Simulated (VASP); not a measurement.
Write the native input for VASP 6.6.1 that does the following.

| Item | Value |
| --- | --- |
| Task | single point |
| Functional | LDA |
| Potentials or basis | VASP PAW LDA potentials, release 64 (Ti_sv, Pd) |
| Cutoff | 520 eV |
| k mesh | 12 × 12 × 12 |
| Occupations | methfessel-paxton, width 0.1 eV |
| Spin | no spin polarisation |
| Dipole correction | no |
| Further INCAR settings | ALGO = Normal; EDIFF = 1e-07; NBANDS = 29 |

The structure of TiPd3 lies in POSCAR:

```
TiPd3
1.0
    3.8327527642      0.0000000000      0.0000000000
    0.0000000000      3.8327527642      0.0000000000
    0.0000000000      0.0000000000      3.8327527642
Ti Pd
1 3
Direct
    0.0000000000      0.0000000000      0.0000000000
    0.0000000000      0.5000000000      0.5000000000
    0.5000000000      0.0000000000      0.5000000000
    0.5000000000      0.5000000000      0.0000000000
```

These files were run (other wordings do the same):

INCAR

```
SYSTEM = TiPd3
  ALGO = Normal
  EDIFF = 1E-7
  ENCUT = 520
  GGA = CA
  ISIF = 2
  ISMEAR = 1
  LASPH = .TRUE.
  LCHARG = .FALSE.
  LREAL = .FALSE.
  LWAVE = .FALSE.
  NBANDS = 29
  NELM = 80
  PREC = Accurate
  SIGMA = 0.1
```

KPOINTS

```
k-points
0
G
  12 12 12
  0 0 0
```

Potentials or basis: VASP PAW LDA potentials, release 64 (Ti_sv, Pd).

Command:

```bash
$ cat potpaw_LDA.64/Ti_sv/POTCAR potpaw_LDA.64/Pd/POTCAR > POTCAR
$ mpirun -np 1 vasp_std > vasp.out
```

It gave:

```json
{
  "Pressure": "0.3 GPa",
  "Band gap on the k mesh": "zero (bands 21 and 22 overlap by 1.34 eV)"
}
```

Run time: 3 min on 1 thread of AMD EPYC 7R13 (shared host), peak memory 0.21 GiB.
